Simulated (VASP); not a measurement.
Hf: single point with PBE

The system is Hf.

```
Hf
1.0
     3.01359    0.00000    0.00000
    -1.50679    2.60984    0.00000
     0.00000    0.00000    3.02638
Hf
1
Direct
  0.00000 0.00000 0.00000
```

```
Program                : VASP 6.6.1
Task                   : single point
Functional             : PBE
Potentials or basis    : VASP PAW PBE potentials, release 64 (Hf_pv)
Cutoff                 : 520 eV
k mesh                 : 14 × 14 × 13
Occupations            : fermi-dirac, width 0.1 eV
Spin                   : no spin polarisation
Dipole correction      : no
Further INCAR settings : ALGO = Normal; EDIFF = 1e-06; NBANDS = 11
```

```json
{
 "Pressure": "-2.1 GPa",
 "Band gap on the k mesh": "zero (band 5 reaches 4.42 eV, above the bottom of band 6 at 3.84 eV)"
}
```

Stress tensor (GPa, compression positive):
```
-2.10  0.00  0.00
 0.00 -2.10  0.00
 0.00  0.00 -1.97
```

Levels at points of the mesh, in eV from the Fermi level:
| k point | band 1 | band 2 | band 3 | band 4 | band 5 | band 6 | band 7 | band 8 | band 9 | band 10 |
| --- | --- | --- | --- | --- | --- | --- | --- | --- | --- | --- |
| (0.00, 0.00, 0.00) | -30.14 | -29.90 | -29.90 | -6.72 | -1.46 | 1.72 | 1.72 | 6.48 | 6.48 | 11.46 |
| (0.50, 0.00, 0.00) | -30.87 | -30.13 | -30.02 | -3.21 | -0.61 | 0.85 | 2.49 | 5.61 | 7.39 | 9.95 |

It took 15 s on 1 thread of Intel Xeon 6975P-C, with other jobs on the host, peak memory 0.17 GiB.

Caveat: spin-orbit coupling is left out, which moves the levels of the heavy elements.
